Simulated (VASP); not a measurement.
# Ta (R-3m) in VASP: notebook

Ta is run at these levels: PBEsol; tasks: electric field gradients.

Program: VASP 6.6.1. These are calculated values, not measurements. Logs are shortened: lines on timing, memory, paths and dates and some standing lists are left out, and cuts for length are marked.

### Step 1. The cell of the first run

Symmetry: R-3m, No. 166, trigonal system. Conventional cell: a = 4.717 Å, b = 4.717 Å, c = 2.803 Å, α = 90.00°, β = 90.00°, γ = 120.00°. Ta (site symmetry -3m) has 14 Ta at 2.80 to 3.30 Å within 3.7 Å.

### Step 2. Electric field gradients, PBEsol (equal xy, yz and zx shear strains of -2 %)

File INCAR:

```
SYSTEM = Ta
ALGO     = Normal         ! electronic algorithm
EDIFF    = 1E-8           ! SCF threshold, eV
ENCUT    = 520            ! plane-wave cutoff, eV
GGA      = PS             ! functional
ISIF     = 2              ! what is computed and relaxed
ISMEAR   = -1             ! smearing method
LASPH    = .TRUE.         ! aspherical terms in the spheres
LCHARG   = .FALSE.        ! write CHGCAR
LEFG     = .TRUE.       
LREAL    = .FALSE.        ! projectors in reciprocal space
LWAVE    = .FALSE.        ! write WAVECAR
NBANDS   = 12             ! bands
NELM     = 80             ! most SCF steps
PREC     = Accurate       ! precision mode
SIGMA    = 0.05           ! smearing width, eV
```

File KPOINTS:

```
k-points
0
G
  15 15 15
  0 0 0
```

File POSCAR:

```
Ta
1.0
   -1.6843056000      1.6512800000      1.6512800000
    1.6512800000     -1.6843056000      1.6512800000
    1.6512800000      1.6512800000     -1.6843056000
Ta
1
Direct
    0.0000000000      0.0000000000      0.0000000000
```

Potentials or basis: VASP PAW PBE potentials, release 64 (Ta_pv).

The run is started by

```sh
cat potpaw_PBE.64/Ta_pv/POTCAR > POTCAR
mpirun -np 1 vasp_std > vasp.out
```

OUTCAR:

```text
SYSTEM = Ta
   EDIFF = 1E-8
   ENCUT = 520
   GGA = PS
   ISIF = 2
   ISMEAR = -1
   LASPH = .TRUE.
   LREAL = .FALSE.
   NELM = 80
   PREC = Accurate

 ion  position               nearest neighbor table
   1  0.000  0.000  0.000-

  LATTYP: Found a trigonal (rhomboedric) cell.
 ALAT       =     2.8792944676
 COS(alpha) =    -0.3420602552

  Lattice vectors:

 A1 = (  -1.6843056000,   1.6512800000,   1.6512800000)
 A2 = (   1.6512800000,  -1.6843056000,   1.6512800000)
 A3 = (   1.6512800000,   1.6512800000,  -1.6843056000)

Analysis of symmetry for initial positions (statically):
=====================================================================
 Subroutine PRICEL returns:
 Original cell was already a primitive cell.

 Routine SETGRP: Setting up the symmetry group for a
 trigonal (rhombohedral) supercell.

 Subroutine GETGRP returns: Found 12 space group operations
 (whereof 12 operations were pure point group operations)
 out of a pool of 12 trial point group operations.

The static configuration has the point symmetry D_3d.

Analysis of symmetry for dynamics (positions and initial velocities):
=====================================================================
 Subroutine PRICEL returns:
 Original cell was already a primitive cell.

 Routine SETGRP: Setting up the symmetry group for a
 trigonal (rhombohedral) supercell.

 Subroutine GETGRP returns: Found 12 space group operations
 (whereof 12 operations were pure point group operations)
 out of a pool of 12 trial point group operations.

The dynamic configuration has the point symmetry D_3d.

 Subroutine INISYM returns: Found 12 space group operations
 (whereof 12 operations are pure point group operations),
 and found     1 'primitive' translations

----------------------------------------------------------------------------------------

                                     Primitive cell

  volume of cell :      18.0049

  direct lattice vectors                    reciprocal lattice vectors
    -1.684305600  1.651280000  1.651280000     0.006118315  0.305915748  0.305915748
     1.651280000 -1.684305600  1.651280000     0.305915748  0.006118315  0.305915748
     1.651280000  1.651280000 -1.684305600     0.305915748  0.305915748  0.006118315
[... 121 lines left out ...]

 Free energy of the ion-electron system (eV)
  ---------------------------------------------------
  ext. energy  EPLUGINS =         0.00000000
  ---------------------------------------------------
  free energy    TOTEN  =       -12.54739417 eV

  energy without entropy =      -12.53668014  energy(sigma->0) =      -12.54203715

 E-fermi :   5.3236     XC(G=0): -12.7291

 val. band max:        5.3199597482   @ k =   0.3333   0.2000   0.0667
 cond. band min:       5.3337175552   @ k =  -0.2667  -0.3333   0.1333
 fundamental gap:      0.0137578069
 Fermi energy:         5.3236204973

 k-point     1 :       0.0000    0.0000    0.0000
  band No.  band energies     occupation
      1     -27.7314      2.00000
      2     -27.7314      2.00000
      3     -27.6300      2.00000
      4      -2.6055      2.00000
      5       5.7219      0.00069
      6       6.1849      0.00000
      7       6.1849      0.00000
      8       9.3456      0.00000
      9       9.3456      0.00000
     10      19.9896      0.00000
     11      19.9912      0.00000
     12      20.5625      0.00000
[... 331 lines left out ...]
 k-point    24 :       0.2000    0.1333    0.0000
  band No.  band energies     occupation
      1     -28.4639      2.00000
      2     -27.9364      2.00000
      3     -27.7838      2.00000
      4       0.4740      2.00000
      5       4.6190      2.00000
      6       4.8778      1.99973
      7       8.2364      0.00000
      8       9.7452      0.00000
      9       9.8056      0.00000
     10      19.9550      0.00000
     11      20.3255      0.00000
     12      21.9646      0.00000

 [... further k-points ...]
[... 5 lines left out ...]
  --------------------------------------------------------------------------------------
  -------------------------------------------------------------------------------------
  Total       -0.4097909     -0.4097909     -0.4097909      0.1533532      0.1533532      0.1533532
  in kB      -36.4654802    -36.4654802    -36.4654802     13.6462258     13.6462258     13.6462258
  external PRESSURE =     -36.4654802 kB  Pullay stress =       0.0000000 kB

 VOLUME and BASIS-vectors are now :
 -----------------------------------------------------------------------------
  energy-cutoff  :      520.00
  volume of cell :       18.00
      direct lattice vectors                 reciprocal lattice vectors
    -1.684305600  1.651280000  1.651280000     0.006118315  0.305915748  0.305915748
     1.651280000 -1.684305600  1.651280000     0.305915748  0.006118315  0.305915748
     1.651280000  1.651280000 -1.684305600     0.305915748  0.305915748  0.006118315

 POSITION                                       TOTAL-FORCE (eV/Angst)
 -----------------------------------------------------------------------------------
      0.00000      0.00000      0.00000         0.000000     -0.000000      0.000000
 -----------------------------------------------------------------------------------
    total drift:                                0.000000      0.000000     -0.000000

  FREE ENERGIE OF THE ION-ELECTRON SYSTEM (eV)
  ---------------------------------------------------
  free  energy   TOTEN  =       -12.5473941678 eV

  energy  without entropy=      -12.5366801414  energy(sigma->0) =      -12.54203715

 Electric field gradients (V/A^2)
---------------------------------------------------------------------
 ion       V_xx      V_yy      V_zz      V_xy      V_xz      V_yz
---------------------------------------------------------------------
   1       0.000    -0.000     0.000    20.790    20.790    20.790
---------------------------------------------------------------------

 Electric field gradients after diagonalization (V/A^2)
 (convention: |V_zz| > |V_xx| > |V_yy|)
----------------------------------------------------------------------
 ion       V_xx      V_yy      V_zz     asymmetry (V_yy - V_xx)/ V_zz
----------------------------------------------------------------------
   1     -20.790   -20.790    41.580       0.000
----------------------------------------------------------------------

           NMR quadrupolar parameters

 Cq : quadrupolar parameter    Cq=e*Q*V_zz/h
 eta: asymmetry parameters     (V_yy - V_xx)/ V_zz
 Q  : nuclear electric quadrupole moment in mb (millibarn)
----------------------------------------------------------------------
 ion       Cq(MHz)       eta       Q (mb)
----------------------------------------------------------------------
   1       0.101       0.000       1.000
----------------------------------------------------------------------
```

OSZICAR:

```text
N       E                     dE             d eps       ncg     rms          rms(c)
DAV:   1     0.613366277988E+02    0.61337E+02   -0.60991E+03  8288   0.876E+02
DAV:   2    -0.120349363024E+02   -0.73372E+02   -0.71576E+02  9172   0.247E+02
DAV:   3    -0.130559781275E+02   -0.10210E+01   -0.10094E+01  9976   0.276E+01
DAV:   4    -0.130586282217E+02   -0.26501E-02   -0.26499E-02  9096   0.155E+00
DAV:   5    -0.130586369429E+02   -0.87212E-05   -0.87210E-05  9904   0.852E-02    0.138E+01
DAV:   6    -0.126659368329E+02    0.39270E+00   -0.31020E-01  9912   0.588E+00    0.667E+00
DAV:   7    -0.125488307561E+02    0.11711E+00   -0.26773E-01  9656   0.504E+00    0.375E-01
DAV:   8    -0.125474226258E+02    0.14081E-02   -0.87841E-03  8900   0.754E-01    0.121E-01
DAV:   9    -0.125473966719E+02    0.25954E-04   -0.99225E-05  9664   0.105E-01    0.258E-02
DAV:  10    -0.125473947742E+02    0.18977E-05   -0.44089E-06  9220   0.174E-02    0.480E-03
DAV:  11    -0.125473942783E+02    0.49586E-06   -0.19610E-07  9420   0.385E-03    0.175E-03
DAV:  12    -0.125473941847E+02    0.93657E-07   -0.35413E-08  9180   0.207E-03    0.104E-04
DAV:  13    -0.125473941708E+02    0.13894E-07   -0.28039E-10  4708   0.174E-04    0.232E-05
DAV:  14    -0.125473941678E+02    0.30009E-08   -0.11087E-11  4400   0.382E-05
   1 F= -.12547394E+02 E0= -.12542037E+02  d E =-.107140E-01
```

It took 45 s on 1 thread of Intel Xeon Platinum 8375C at 2.90GHz (Ice Lake), shared host; peak memory 0.2 GiB.

Results:

* Free energy: -12.5474 eV
* Pressure: -3.6 GPa

Stress tensor (GPa, compression positive):
```
-3.65  1.36  1.36
 1.36 -3.65  1.36
 1.36  1.36 -3.65
```

Electric field gradients, principal values (V/Å²):
```csv
atom,least,middle,greatest (by size)
1 Ta,-20.790,-20.790,41.580
```

Caveat: the cell differs from its parent crystal (equal xy, yz and zx shear strains of -2 %); without QUAD_EFG the Cq values of the log hold for a quadrupole moment of 1 mb, not for the nuclei; the PAW data sets were made with another functional, which shifts forces and pressure a little; spin-orbit coupling is left out, which moves the levels of the heavy elements.

### Step 3. Electric field gradients, PBEsol (equal xy, yz and zx shear strains of -1 %)

File INCAR:

```
SYSTEM = Ta
ALGO = Normal ; EDIFF = 1E-8
ENCUT = 520 ; GGA = PS
ISIF = 2 ; ISMEAR = -1
LASPH = .TRUE. ; LCHARG = .FALSE.
LEFG = .TRUE. ; LREAL = .FALSE.
LWAVE = .FALSE. ; NBANDS = 12
NELM = 60 ; PREC = Accurate
SIGMA = 0.05
```

KPOINTS is that of step 2.

File POSCAR:

```
Ta
1.0
   -1.6677928000      1.6512800000      1.6512800000
    1.6512800000     -1.6677928000      1.6512800000
    1.6512800000      1.6512800000     -1.6677928000
Ta
1
Direct
    0.0000000000      0.0000000000      0.0000000000
```

Potentials or basis: VASP PAW PBE potentials, release 64 (Ta_pv).

The run is started by

```sh
cat potpaw_PBE.64/Ta_pv/POTCAR > POTCAR
mpirun -np 1 vasp_std > vasp.out
```

OUTCAR:

```text
SYSTEM = Ta
   EDIFF = 1E-8
   ENCUT = 520
   GGA = PS
   ISIF = 2
   ISMEAR = -1
   LASPH = .TRUE.
   LREAL = .FALSE.
   NELM = 60
   PREC = Accurate

 ion  position               nearest neighbor table
   1  0.000  0.000  0.000-

  LATTYP: Found a trigonal (rhomboedric) cell.
 ALAT       =     2.8696662002
 COS(alpha) =    -0.3377371610

  Lattice vectors:

 A1 = (  -1.6677928000,   1.6512800000,   1.6512800000)
 A2 = (   1.6512800000,  -1.6677928000,   1.6512800000)
 A3 = (   1.6512800000,   1.6512800000,  -1.6677928000)

Analysis of symmetry for initial positions (statically):
=====================================================================
 Subroutine PRICEL returns:
 Original cell was already a primitive cell.

 Routine SETGRP: Setting up the symmetry group for a
 trigonal (rhombohedral) supercell.

 Subroutine GETGRP returns: Found 12 space group operations
 (whereof 12 operations were pure point group operations)
 out of a pool of 12 trial point group operations.

The static configuration has the point symmetry D_3d.

Analysis of symmetry for dynamics (positions and initial velocities):
=====================================================================
 Subroutine PRICEL returns:
 Original cell was already a primitive cell.

 Routine SETGRP: Setting up the symmetry group for a
 trigonal (rhombohedral) supercell.

 Subroutine GETGRP returns: Found 12 space group operations
 (whereof 12 operations were pure point group operations)
 out of a pool of 12 trial point group operations.

The dynamic configuration has the point symmetry D_3d.

 Subroutine INISYM returns: Found 12 space group operations
 (whereof 12 operations are pure point group operations),
 and found     1 'primitive' translations

----------------------------------------------------------------------------------------

                                     Primitive cell

  volume of cell :      18.0090

  direct lattice vectors                    reciprocal lattice vectors
    -1.667792800  1.651280000  1.651280000     0.003043323  0.304332285  0.304332285
     1.651280000 -1.667792800  1.651280000     0.304332285  0.003043323  0.304332285
     1.651280000  1.651280000 -1.667792800     0.304332285  0.304332285  0.003043323

  length of vectors
     2.869666200  2.869666200  2.869666200     0.430401605  0.430401605  0.430401605

  position of ions in fractional coordinates (direct lattice)
     0.000000000  0.000000000  0.000000000

  ion indices of the primitive-cell ions
   primitive index   ion index
                 1           1

----------------------------------------------------------------------------------------

 KPOINTS: k-points

Automatic generation of k-mesh.
 Grid dimensions read from file:
 generate k-points for:   15   15   15

 Generating k-lattice:

[... 67 lines left out ...]
   ISIF   =      2    stress and relaxation
   ISYM   =      2    0-nonsym 1-usesym 2-fastsym
   POTIM  = 0.5000    time-step for ionic-motion
   TEBEG  =    0.0;   TEEND  =   0.0 temperature during run
   PSTRESS=    0.0 pullay stress
   NELECT =      11.0000    total number of electrons
   NUPDOWN=      -1.0000    fix difference up-down
   EMIN   =  10.00;   EMAX   =-10.00  energy-range for DOS
   EFERMI =   0.00;   METHOD = LEGACY
   ISMEAR =    -1;   SIGMA  =   0.05  broadening in eV -4-tet -1-fermi 0-gaus
   EFERMI_NEDOS =   21; number of points for ismear=-14 and -15
   IALGO  =     38    algorithm
   IMIX   =      4    mixing-type and parameters
     AMIX     =   0.40;   BMIX     =  1.00
     AMIX_MAG =   1.60;   BMIX_MAG =  1.00
  volume/ion in A,a.u.               =      18.01       121.53
  Fermi-wavevector in a.u.,A,eV,Ry     =   1.389022  2.624872 26.250851  1.929383
  Thomas-Fermi vector in A             =   2.513093
   LORBIT       =      0    0 simple, 1 ext, 2 COOP (PROOUT), +10 PAW based schemes
   GGA     = PS    functional components
   LHFCALC =     F    Hartree Fock is set to
   AEXX    =    0.0000 exact exchange contribution
   IVDW    =     0    specifies the selected vdW correction
   LEPSILON=     F    determine dielectric tensor
   LRPA    =     F    only Hartree local field effects (RPA)
 non-spin polarized calculation
  energy-cutoff  :      520.00
  volume of cell :       18.01
 maximum number of plane-waves:       498
 NGX is ok and might be reduce to    24
   NGX = 11   NGY = 11   NGZ = 11

 number of electron      11.0000001 magnetization

 Free energy of the ion-electron system (eV)
  ---------------------------------------------------
  ext. energy  EPLUGINS =         0.00000000
  ---------------------------------------------------
  free energy    TOTEN  =       -12.55079313 eV

  energy without entropy =      -12.54032183  energy(sigma->0) =      -12.54555748

 E-fermi :   5.3199     XC(G=0): -12.7285

 val. band max:        5.3156861237   @ k =   0.4000   0.3333   0.1333
 cond. band min:       5.3220017608   @ k =  -0.4667   0.3333   0.1333
 fundamental gap:      0.0063156370
 Fermi energy:         5.3199176279

 k-point     1 :       0.0000    0.0000    0.0000
  band No.  band energies     occupation
      1     -27.7174      2.00000
      2     -27.7174      2.00000
      3     -27.6681      2.00000
      4      -2.6076      2.00000
      5       5.8820      0.00003
      6       6.1183      0.00000
      7       6.1183      0.00000
      8       9.3205      0.00000
      9       9.3205      0.00000
     10      19.9868      0.00000
     11      20.1749      0.00000
     12      20.4597      0.00000
[... 331 lines left out ...]
 k-point    24 :       0.2000    0.1333    0.0000
  band No.  band energies     occupation
      1     -28.4455      2.00000
      2     -27.9358      2.00000
      3     -27.7760      2.00000
      4       0.4339      2.00000
      5       4.5958      2.00000
      6       4.8403      1.99986
      7       8.3026      0.00000
      8       9.7315      0.00000
      9       9.8824      0.00000
     10      19.9490      0.00000
     11      20.3242      0.00000
     12      21.9769      0.00000

 [... further k-points ...]
[... 5 lines left out ...]
  --------------------------------------------------------------------------------------
  -------------------------------------------------------------------------------------
  Total       -0.4313322     -0.4313322     -0.4313322      0.0776400      0.0776400      0.0776400
  in kB      -38.3736392    -38.3736392    -38.3736392      6.9072776      6.9072776      6.9072776
  external PRESSURE =     -38.3736392 kB  Pullay stress =       0.0000000 kB

 VOLUME and BASIS-vectors are now :
 -----------------------------------------------------------------------------
  energy-cutoff  :      520.00
  volume of cell :       18.01
      direct lattice vectors                 reciprocal lattice vectors
    -1.667792800  1.651280000  1.651280000     0.003043323  0.304332285  0.304332285
     1.651280000 -1.667792800  1.651280000     0.304332285  0.003043323  0.304332285
     1.651280000  1.651280000 -1.667792800     0.304332285  0.304332285  0.003043323

 POSITION                                       TOTAL-FORCE (eV/Angst)
 -----------------------------------------------------------------------------------
      0.00000      0.00000      0.00000         0.000000     -0.000000     -0.000000
 -----------------------------------------------------------------------------------
    total drift:                               -0.000000      0.000000      0.000000

  FREE ENERGIE OF THE ION-ELECTRON SYSTEM (eV)
  ---------------------------------------------------
  free  energy   TOTEN  =       -12.5507931300 eV

  energy  without entropy=      -12.5403218264  energy(sigma->0) =      -12.54555748

 Electric field gradients (V/A^2)
---------------------------------------------------------------------
 ion       V_xx      V_yy      V_zz      V_xy      V_xz      V_yz
---------------------------------------------------------------------
   1       0.000     0.000    -0.000     9.179     9.179     9.179
---------------------------------------------------------------------

 Electric field gradients after diagonalization (V/A^2)
 (convention: |V_zz| > |V_xx| > |V_yy|)
----------------------------------------------------------------------
 ion       V_xx      V_yy      V_zz     asymmetry (V_yy - V_xx)/ V_zz
----------------------------------------------------------------------
   1      -9.179    -9.179    18.357       0.000
----------------------------------------------------------------------

           NMR quadrupolar parameters

 Cq : quadrupolar parameter    Cq=e*Q*V_zz/h
 eta: asymmetry parameters     (V_yy - V_xx)/ V_zz
 Q  : nuclear electric quadrupole moment in mb (millibarn)
----------------------------------------------------------------------
 ion       Cq(MHz)       eta       Q (mb)
----------------------------------------------------------------------
   1       0.044       0.000       1.000
----------------------------------------------------------------------
```

stdout:

```text
POSCAR found type information on POSCAR Ta
 POSCAR found :  1 types and       1 ions
 scaLAPACK will be used
 -----------------------------------------------------------------------------
|                                                                             |
|                                                                             |
|     You enforced a specific xc type in the INCAR file but a different       |
|     I HOPE YOU KNOW WHAT YOU ARE DOING!                                     |
|                                                                             |
 -----------------------------------------------------------------------------

 LDA part: xc-table for (Slater+PW92), standard interpolation
 POSCAR, INCAR and KPOINTS ok, starting setup
 FFT: planning ... GRIDC
 FFT: planning ... GRID_SOFT
 FFT: planning ... GRID
 WAVECAR not read
 entering main loop
ion   1
```

It took 39 s on 1 thread of Intel Xeon Platinum 8375C at 2.90GHz (Ice Lake), shared host; peak memory 0.2 GiB.

What came out:

- Free energy: -12.5508 eV
- Pressure: -3.8 GPa

Stress tensor (GPa, compression positive):
```
-3.84  0.69  0.69
 0.69 -3.84  0.69
 0.69  0.69 -3.84
```

Electric field gradients, principal values (V/Å²):
| atom | least | middle | greatest (by size) |
| --- | --- | --- | --- |
| 1 Ta | -9.179 | -9.179 | 18.357 |

Caveat: the cell differs from its parent crystal (equal xy, yz and zx shear strains of -1 %); without QUAD_EFG the Cq values of the log hold for a quadrupole moment of 1 mb, not for the nuclei; the PAW data sets were made with another functional, which shifts forces and pressure a little; spin-orbit coupling is left out, which moves the levels of the heavy elements.
